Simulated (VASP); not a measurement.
# Al16GeN15 (a cell with a defect) in VASP: further runs

Al16GeN15 (a cell with a defect) is run at these levels: PBE; tasks: single point.

All numbers are computed with VASP 6.6.1; they aren't measurements. Logs are shortened: lines on timing, memory, paths and dates and some standing lists are left out, and cuts for length are marked.

## 1. The cell of the first run

The cell holds a defect, 32 atoms: a = 6.260 Å, b = 6.260 Å, c = 10.035 Å, α = 90.00°, β = 90.00°, γ = 120.00°.

## 2. Single point, PBE

Input file INCAR:

```
  ALGO = Normal
  EDIFF = 1E-6
  ENCUT = 520
  GGA = PE
  GGA_COMPAT = F
  ISIF = 2
  ISMEAR = 0
  ISYM = -1
  LASPH = T
  LCHARG = F
  LREAL = Auto
  LWAVE = F
  NBANDS = 90
  NELECT = 136.0
  NELM = 120
  PREC = Accurate
  SIGMA = 0.01
```

Input file KPOINTS:

```
explicit points
1
Reciprocal
  0.25000000   0.25000000   0.25000000 1
```

Input file POSCAR:

```
Al16GeN15
1.0
    6.2595139092      0.0000000618      0.0000000000
   -3.1297570081      5.4208980298      0.0000000000
    0.0000000000      0.0000000000     10.0348065900
Al N Ge
16 15 1
Direct
    0.3365027521      0.1606431354      0.2498647620
    0.1576777036      0.3393002229      0.5017066783
    0.3269940979      0.1716795798      0.7514965399
    0.1671305898      0.3290878017      1.0061098698
    0.3364607241      0.6612181353      0.2564040634
    0.1829766987      0.8630968617      0.5074027981
    0.3257239581      0.6612378937      0.7545608725
    0.1888844209      0.8396416378      0.9907154117
    0.8363957568      0.1613001479      0.2560916408
    0.6341182996      0.3136790511      0.5069630972
    0.8362980536      0.1714063071      0.7545667266
    0.6570963223      0.3081987098      0.9907381634
    0.8567686071      0.6405587273      0.1785798107
    0.6381140341      0.8583942578      0.5235822223
    0.8294804138      0.6692117650      0.7545975285
    0.6656259062      0.8301610467      0.9999482450
    0.3209805539      0.1759577913      0.4382821502
    0.1703811575      0.3274322960      0.1951893426
    0.3293212824      0.1676575280      0.9369820135
    0.1632666438      0.3338449987      0.6903915529
    0.3180332986      0.6769304233      0.4462086916
    0.1996498007      0.8360956430      0.1754324404
    0.3356413186      0.6577056653      0.9411128847
    0.1645977235      0.8347906399      0.6961865454
    0.8199053155      0.1780932411      0.4458487434
    0.6608746052      0.2977290935      0.1754648384
    0.8375565918      0.1600545454      0.9414736328
    0.6648684090      0.3346820455      0.6959891219
    0.6808341919      0.8178457179      0.2015964542
    0.8361069763      0.6606242887      0.9525198728
    0.6611175725      0.8360790317      0.7052094323
    0.8104311952      0.6867460871      0.4001553449
```

Potentials or basis: VASP PAW PBE potentials, release 64 (Al, N, Ge_d).

The run is started by

```bash
cat potpaw_PBE.64/Al/POTCAR potpaw_PBE.64/N/POTCAR potpaw_PBE.64/Ge_d/POTCAR > POTCAR
mpirun -np 1 vasp_std > vasp.out
```

OUTCAR:

```text
EDIFF = 1E-6
   ENCUT = 520
   GGA = PE
   ISIF = 2
   ISMEAR = 0
   ISYM = -1
   LASPH = T
   LREAL = Auto
   NELECT = 136.0
   NELM = 120
   PREC = Accurate

 ion  position               nearest neighbor table
   1  0.337  0.161  0.250-  18 1.89  17 1.90  26 1.92  22 1.92  10 3.04   6 3.05   4 3.06   5 3.13
                             9 3.13  12 3.13   8 3.13   9 3.13   5 3.13   2 3.18  13 3.22  13 3.22
   2  0.158  0.339  0.502-  17 1.88  20 1.89  21 1.91  25 1.92   5 3.02   9 3.02   6 3.06  10 3.07
                            11 3.08   7 3.08   3 3.10  14 3.14  14 3.15   1 3.18  10 3.20   6 3.20
   3  0.327  0.172  0.751-  19 1.86  20 1.87  24 1.91  28 1.91  10 2.97   6 2.97  12 3.00   8 3.01
                             7 3.07  11 3.07   4 3.08   2 3.10  15 3.13  15 3.13  11 3.19   7 3.19
   4  0.167  0.329  0.006-  19 1.89  23 1.90  18 1.90  27 1.90   1 3.06   3 3.08   9 3.08   5 3.09
                            11 3.10   7 3.10  16 3.13  16 3.13  12 3.13   8 3.13   8 3.14  12 3.14
   5  0.336  0.661  0.256-  22 1.88  18 1.91  21 1.91  29 1.95   2 3.02  13 3.04   4 3.09   1 3.13
                             9 3.13   9 3.13  16 3.13   1 3.13  14 3.15   6 3.17   8 3.20
   6  0.183  0.863  0.507-  17 1.84  21 1.85  24 1.90  32 2.29  10 2.82  14 2.87   3 2.97   1 3.05
                             2 3.06   7 3.11  15 3.14   5 3.17   2 3.20
   7  0.326  0.661  0.755-  23 1.87  31 1.88  20 1.89  24 1.91  14 2.88   8 2.92  11 3.06   3 3.07
                            16 3.08   2 3.08   4 3.10   6 3.11  15 3.13  15 3.13   3 3.19  11 3.19
   8  0.189  0.840  0.991-  23 1.85  22 1.86  19 1.86  30 1.95  13 2.61   7 2.92  12 2.93   3 3.01
                            16 3.02  15 3.07   1 3.13   4 3.13   4 3.14   5 3.20  16 3.25  12 3.33
   9  0.836  0.161  0.256-  26 1.88  18 1.91  25 1.91  29 1.94   2 3.02  13 3.04   4 3.08   1 3.13
                             5 3.13   5 3.13   1 3.13  16 3.14  14 3.16  10 3.17  12 3.20
  10  0.634  0.314  0.507-  17 1.84  25 1.85  28 1.90  32 2.29   6 2.82  14 2.87   3 2.97   1 3.04
                             2 3.07  11 3.11  15 3.15   9 3.17   2 3.20
  11  0.836  0.171  0.755-  27 1.88  31 1.88  20 1.89  28 1.91  14 2.88  12 2.93   7 3.06   3 3.07
                             2 3.08  16 3.08   4 3.10  10 3.11  15 3.12  15 3.14   3 3.19   7 3.19
  12  0.657  0.308  0.991-  27 1.85  26 1.86  19 1.86  30 1.95  13 2.62  11 2.93   8 2.93   3 3.00
                            16 3.02  15 3.07   1 3.13   4 3.13   4 3.14   9 3.20  16 3.24   8 3.33
  13  0.857  0.641  0.179-  26 1.87  22 1.87  29 1.93  30 2.28  32 2.28   8 2.61  12 2.62  16 2.73
                             9 3.04   5 3.04   1 3.22   1 3.22
  14  0.638  0.858  0.524-  31 1.84  25 1.91  21 1.91  32 2.24  10 2.87   6 2.87   7 2.88  11 2.88
                            15 3.10   2 3.14   2 3.15   5 3.15   9 3.16
  15  0.829  0.669  0.755-  31 1.88  28 1.91  24 1.91  30 1.99  16 3.03   8 3.07  12 3.07  14 3.10
                            11 3.12   7 3.13   3 3.13   3 3.13   7 3.13   6 3.14  11 3.14  10 3.15
  16  0.666  0.830  1.000-  27 1.88  23 1.88  30 1.90  29 2.03  13 2.73   8 3.02  12 3.02  15 3.03
                             7 3.08  11 3.08   4 3.13   5 3.13   4 3.13   9 3.14  12 3.24   8 3.25
  17  0.321  0.176  0.438-  10 1.84   6 1.84   2 1.88   1 1.90
  18  0.170  0.327  0.195-   1 1.89   4 1.90   5 1.91   9 1.91
  19  0.329  0.168  0.937-   3 1.86  12 1.86   8 1.86   4 1.89
  20  0.163  0.334  0.690-   3 1.87  11 1.89   7 1.89   2 1.89
  21  0.318  0.677  0.446-   6 1.85  14 1.91   5 1.91   2 1.91
  22  0.200  0.836  0.175-   8 1.86  13 1.87   5 1.88   1 1.92
  23  0.336  0.658  0.941-   8 1.85   7 1.87  16 1.88   4 1.90
  24  0.165  0.835  0.696-   6 1.90   7 1.91  15 1.91   3 1.91
  25  0.820  0.178  0.446-  10 1.85  14 1.91   9 1.91   2 1.92
  26  0.661  0.298  0.175-  12 1.86  13 1.87   9 1.88   1 1.92
  27  0.838  0.160  0.941-  12 1.85  11 1.88  16 1.88   4 1.90
  28  0.665  0.335  0.696-  10 1.90  15 1.91  11 1.91   3 1.91
  29  0.681  0.818  0.202-  13 1.93   9 1.94   5 1.95  16 2.03
  30  0.836  0.661  0.953-  16 1.90  12 1.95   8 1.95  15 1.99  13 2.28
  31  0.661  0.836  0.705-  14 1.84  15 1.88  11 1.88   7 1.88
  32  0.810  0.687  0.400-  14 2.24  13 2.28   6 2.29  10 2.29

IMPORTANT INFORMATION: All symmetrisations will be switched off!
NOSYMM: (Re-)initialisation of all symmetry stuff for point group C_1.

----------------------------------------------------------------------------------------

                                     Primitive cell

  volume of cell :     340.5029

  direct lattice vectors                    reciprocal lattice vectors
     6.259513909  0.000000062  0.000000000     0.159756813  0.092235641  0.000000000
    -3.129757008  5.420898030  0.000000000    -0.000000002  0.184471279  0.000000000
     0.000000000  0.000000000 10.034806590     0.000000000  0.000000000  0.099653141

  length of vectors
     6.259513909  6.259513909 10.034806590     0.184471279  0.184471279  0.099653141

  position of ions in fractional coordinates (direct lattice)
     0.336502752  0.160643135  0.249864762
     0.157677704  0.339300223  0.501706678
     0.326994098  0.171679580  0.751496540
     0.167130590  0.329087802  0.006109870
     0.336460724  0.661218135  0.256404063
     0.182976699  0.863096862  0.507402798
[... 24 lines left out ...]
     0.661117572  0.836079032  0.705209432
     0.810431195  0.686746087  0.400155345

  ion indices of the primitive-cell ions
   primitive index   ion index
                 1           1
                 2           2
                 3           3
                 4           4
                 5           5
                 6           6
[... 24 lines left out ...]
                31          31
                32          32

----------------------------------------------------------------------------------------

 KPOINTS: explicit points

Read explicit list of k-points.

 Found      1 k-points:

 Following reciprocal coordinates:
            Coordinates               Weight
  0.250000  0.250000  0.250000      1.000000
   k-points           NKPTS =      1   k-points in BZ     NKDIM =      1   number of bands    NBANDS=     90
   number of dos      NEDOS =    301   number of ions     NIONS =     32
   total plane-waves  NPLWV = 184320
   dimension x,y,z NGX =    48 NGY =   48 NGZ =   80
   dimension x,y,z NGXF=    96 NGYF=   96 NGZF=  160
   ions per type =              16  15   1
   NGX,Y,Z   is equivalent  to a cutoff of  12.75, 12.75, 13.25 a.u.
   NGXF,Y,Z  is equivalent  to a cutoff of  25.50, 25.50, 26.51 a.u.
 SYSTEM =  unknown system
   PREC   = accura    normal or accurate (medium, high low for compatibility)
   ISTART =      0    job   : 0-new  1-cont  2-samecut
   ICHARG =      2    charge: 1-file 2-atom 10-const
   ISPIN  =      1    spin polarized calculation?
   LNONCOLLINEAR =      F non collinear calculations
   LSORBIT =      F    spin-orbit coupling
   LASPH  =      T    aspherical Exc in radial PAW
   ENCUT  =  520.0 eV  38.22 Ry    6.18 a.u.  11.64 11.64 18.66*2*pi/ulx,y,z
   NELM   =    120;   NELMIN=  2; NELMDL= -5     # of ELM steps
   EDIFF  = 0.1E-05   stopping-criterion for ELM
   LREAL  =      T    real-space projection
   EDIFFG = 0.1E-04   stopping-criterion for IOM
   NSW    =      0    number of steps for IOM
   IBRION =     -1    ionic relax: 0-MD 1-quasi-New 2-CG
   NFREE  =      0    steps in history (QN), initial steepest desc. (CG)
   ISIF   =      2    stress and relaxation
   ISYM   =     -1    0-nonsym 1-usesym 2-fastsym
   POTIM  = 0.5000    time-step for ionic-motion
   TEBEG  =    0.0;   TEEND  =   0.0 temperature during run
   PSTRESS=    0.0 pullay stress
   NELECT =     136.0000    total number of electrons
   NUPDOWN=      -1.0000    fix difference up-down
   EMIN   =  10.00;   EMAX   =-10.00  energy-range for DOS
   EFERMI =   0.00;   METHOD = LEGACY
   ISMEAR =     0;   SIGMA  =   0.01  broadening in eV -4-tet -1-fermi 0-gaus
   EFERMI_NEDOS =   21; number of points for ismear=-14 and -15
   IALGO  =     38    algorithm
   IMIX   =      4    mixing-type and parameters
     AMIX     =   0.40;   BMIX     =  1.00
     AMIX_MAG =   1.60;   BMIX_MAG =  1.00
  volume/ion in A,a.u.               =      10.64        71.81
  Fermi-wavevector in a.u.,A,eV,Ry     =   1.205630  2.278311 19.776675  1.453545
  Thomas-Fermi vector in A             =   2.341321
   LORBIT       =      0    0 simple, 1 ext, 2 COOP (PROOUT), +10 PAW based schemes
   GGA     = PE    functional components
   LHFCALC =     F    Hartree Fock is set to
   AEXX    =    0.0000 exact exchange contribution
   IVDW    =     0    specifies the selected vdW correction
   LEPSILON=     F    determine dielectric tensor
   LRPA    =     F    only Hartree local field effects (RPA)
 non-spin polarized calculation
 Gauss-broadening in eV      SIGMA  =   0.01
  energy-cutoff  :      520.00
  volume of cell :      340.50
 maximum number of plane-waves:      9148
 NGX is ok and might be reduce to    48
   NGX = 23   NGY = 23   NGZ = 37

 number of electron     135.9999988 magnetization

 Free energy of the ion-electron system (eV)
  ---------------------------------------------------
  ext. energy  EPLUGINS =         0.00000000
  ---------------------------------------------------
  free energy    TOTEN  =      -236.34795181 eV

  energy without entropy =     -236.34795181  energy(sigma->0) =     -236.34795181

 E-fermi :   7.8875     XC(G=0): -10.9629

 val. band max:        7.8034488673   @ k =   0.2500   0.2500   0.2500
 cond. band min:       8.5142796492   @ k =   0.2500   0.2500   0.2500
 fundamental gap:      0.7108307820
 Fermi energy:         7.8874998946

 k-point     1 :       0.2500    0.2500    0.2500
  band No.  band energies     occupation
      1     -15.4183      2.00000
      2     -15.3581      2.00000
      3     -15.3542      2.00000
      4     -15.1199      2.00000
      5     -15.0761      2.00000
      6      -8.4487      2.00000
[... 72 lines left out ...]
     79      12.9981      0.00000
     80      13.2775      0.00000
 [bands above 80 left out]

------------------------ aborting loop because EDIFF is reached ----------------------------------------

  FORCE on cell =-STRESS in cart. coord.  units (eV):
  Direction    XX          YY          ZZ          XY          YZ          ZX
  --------------------------------------------------------------------------------------
  -------------------------------------------------------------------------------------
  Total       10.1031649      3.7281320     10.1935708     -5.8411744      5.3641192     -7.8918515
  in kB       47.5386856     17.5420768     47.9640747    -27.4846303     25.2399300    -37.1337349
  external PRESSURE =      37.6816124 kB  Pullay stress =       0.0000000 kB

 VOLUME and BASIS-vectors are now :
 -----------------------------------------------------------------------------
  energy-cutoff  :      520.00
  volume of cell :      340.50
      direct lattice vectors                 reciprocal lattice vectors
     6.259513909  0.000000062  0.000000000     0.159756813  0.092235641  0.000000000
    -3.129757008  5.420898030  0.000000000    -0.000000002  0.184471279  0.000000000
     0.000000000  0.000000000 10.034806590     0.000000000  0.000000000  0.099653141

 POSITION                                       TOTAL-FORCE (eV/Angst)
 -----------------------------------------------------------------------------------
      1.60357      0.87083      2.50734         0.011724     -0.008382     -0.013300
     -0.07494      1.83931      5.03453        -0.016209      0.006300     -0.004445
      1.50951      0.93066      7.54112        -0.007997     -0.000881      0.023017
      0.01619      1.78395      0.06131         0.020117     -0.011257      0.008886
      0.03663      3.58440      2.57297         0.011211      0.006815     -0.006109
     -1.55594      4.67876      5.09169        -0.003517     -0.013387     -0.010646
[... 24 lines left out ...]
      1.52155      4.53230      7.07664         0.003732      0.001905      0.008865
      2.92356      3.72278      4.01548         0.024114     -0.010600     -0.002741
 -----------------------------------------------------------------------------------
    total drift:                                0.008130     -0.014050      0.010571

  FREE ENERGIE OF THE ION-ELECTRON SYSTEM (eV)
  ---------------------------------------------------
  free  energy   TOTEN  =      -236.3479518057 eV

  energy  without entropy=     -236.3479518057  energy(sigma->0) =     -236.34795181
```

Wall time 76 s (1 thread of Intel Xeon Platinum 8488C (Sapphire Rapids), shared host); peak memory 0.42 GiB.

What came out:

```yaml
Free_energy: -236.3480 eV
Largest_force: 0.031 eV/Å
```

Forces in eV/Å, atoms in the order of the input:
```
Al   0.012 -0.008 -0.013
Al  -0.016  0.006 -0.004
Al  -0.008 -0.001  0.023
Al   0.020 -0.011  0.009
Al   0.011  0.007 -0.006
Al  -0.004 -0.013 -0.011
Al  -0.013 -0.013  0.006
Al  -0.027  0.009  0.012
Al  -0.002 -0.009 -0.008
Al   0.016  0.007 -0.008
Al   0.007  0.013  0.002
Al  -0.023  0.008  0.020
Al  -0.008  0.000  0.029
Al  -0.011  0.000 -0.004
Al   0.004  0.000  0.014
Al   0.023 -0.017  0.010
N    0.002  0.002 -0.007
N    0.008 -0.006  0.003
N    0.003  0.001 -0.004
N   -0.011  0.007  0.006
N   -0.001 -0.003 -0.007
N    0.003  0.015 -0.001
N   -0.003  0.001 -0.009
N    0.006 -0.007 -0.017
N   -0.003  0.005  0.003
N   -0.007 -0.003 -0.002
N   -0.003  0.008 -0.012
N    0.011  0.002 -0.016
N   -0.016  0.009  0.013
N    0.002  0.002 -0.027
N    0.004  0.002  0.009
Ge   0.024 -0.011 -0.003
```

Levels at points of the mesh, in eV from the Fermi level:
```tsv
k point	band 64	band 65	band 66	band 67	band 68	band 69	band 70	band 71	band 72	band 73
(0.25, 0.25, 0.25)	-2.44	-2.36	-2.16	-0.52	-0.08	0.63	3.21	3.80	4.30	4.35
```

Caveat: the cell carries a net charge on a neutralising background, which shifts energy and pressure; the cell is charged against a uniform background, so pressure and absolute levels hang on convention.

## 3. Single point, PBE

Input file INCAR:

```
PREC = Accurate
ENCUT = 520
EDIFF = 1E-6
ISMEAR = 0
SIGMA = 0.01
LREAL = Auto
LASPH = True
NELM = 120
ALGO = Normal
ISIF = 2
LWAVE = False
LCHARG = False
GGA = PE
NBANDS = 90
NELECT = 136.0
GGA_COMPAT = False
ISYM = -1
```

KPOINTS is that of step 2.

Edit POSCAR of step 2 so:

```diff
@@ -2,5 +2,5 @@
 1.0
-    6.2595139092      0.0000000618      0.0000000000
-   -3.1297570081      5.4208980298      0.0000000000
-    0.0000000000      0.0000000000     10.0348065900
+    6.2595139128      0.0000000578      0.0000000000
+   -3.1297570064      5.4208980350      0.0000000000
+    0.0000000000      0.0000000000     10.0348065929
 Al N Ge
```

Potentials or basis: VASP PAW PBE potentials, release 64 (Al, N, Ge_d).

The run is started by

```bash
cat potpaw_PBE.64/Al/POTCAR potpaw_PBE.64/N/POTCAR potpaw_PBE.64/Ge_d/POTCAR > POTCAR
mpirun -np 1 vasp_std > vasp.out
```

It took 67 s on 1 thread of Intel Xeon Platinum 8488C (Sapphire Rapids), shared host; peak memory 0.42 GiB.

The run converged. Its results:

| Item | Value |
| --- | --- |
| Free energy | -236.3480 eV |
| Largest force | 0.031 eV/Å |

Forces on the atoms (eV/Å):
```
Al   0.012 -0.008 -0.013
Al  -0.016  0.006 -0.004
Al  -0.008 -0.001  0.023
Al   0.020 -0.011  0.009
Al   0.011  0.007 -0.006
Al  -0.004 -0.013 -0.011
Al  -0.013 -0.013  0.006
Al  -0.027  0.009  0.012
Al  -0.002 -0.009 -0.008
Al   0.016  0.007 -0.008
Al   0.007  0.013  0.002
Al  -0.023  0.008  0.020
Al  -0.008  0.000  0.029
Al  -0.011  0.000 -0.004
Al   0.004  0.000  0.014
Al   0.023 -0.017  0.010
N    0.002  0.002 -0.007
N    0.008 -0.006  0.003
N    0.003  0.001 -0.004
N   -0.011  0.007  0.006
N   -0.001 -0.003 -0.007
N    0.003  0.015 -0.001
N   -0.003  0.001 -0.009
N    0.006 -0.007 -0.017
N   -0.003  0.005  0.003
N   -0.007 -0.003 -0.002
N   -0.003  0.008 -0.012
N    0.011  0.002 -0.016
N   -0.016  0.009  0.013
N    0.002  0.002 -0.027
N    0.004  0.002  0.009
Ge   0.024 -0.011 -0.003
```

Levels at points of the mesh, in eV from the Fermi level:
| k point | band 64 | band 65 | band 66 | band 67 | band 68 | band 69 | band 70 | band 71 | band 72 | band 73 |
| --- | --- | --- | --- | --- | --- | --- | --- | --- | --- | --- |
| (0.25, 0.25, 0.25) | -2.44 | -2.36 | -2.16 | -0.52 | -0.08 | 0.63 | 3.21 | 3.80 | 4.30 | 4.35 |

Caveat: the cell carries a net charge on a neutralising background, which shifts energy and pressure; the cell is charged against a uniform background, so pressure and absolute levels hang on convention.
